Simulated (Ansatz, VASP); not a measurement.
**Nb in VASP and in Ansatz**

```
Nb
1.0
     4.87815    0.00000    0.00000
    -2.43907    4.22460    0.00000
     0.00000    0.00000    2.67560
Nb
3
Direct
  0.00000 0.00000 0.00000
  0.33333 0.66667 0.50000
  0.66667 0.33333 0.50000
```

Alike in both runs: functional r2SCAN; k mesh 8 × 8 × 11; occupations fermi-dirac, width 0.1 eV; no spin polarisation.

Ansatz relaxed the structure, and its values are those at the end. VASP's run is a single point on that final structure, the one shown.

|  | VASP | Ansatz |
| --- | --- | --- |
| version | VASP 6.6.1 | Ansatz 0.2.0 |
| potentials or method | VASP PAW PBE potentials, release 64 (Nb_sv), cutoff 520 eV | plane waves (500 eV) with PAW, scalar-relativistic |
| valence electrons in the cell | 39 | 39 |

VASP gave:

- pressure (GPa): -0.2

Task: Estimate Ansatz's values.

Result: Pressure (GPa): 0.0.

VASP's potentials were made for PBE, not for r2SCAN.
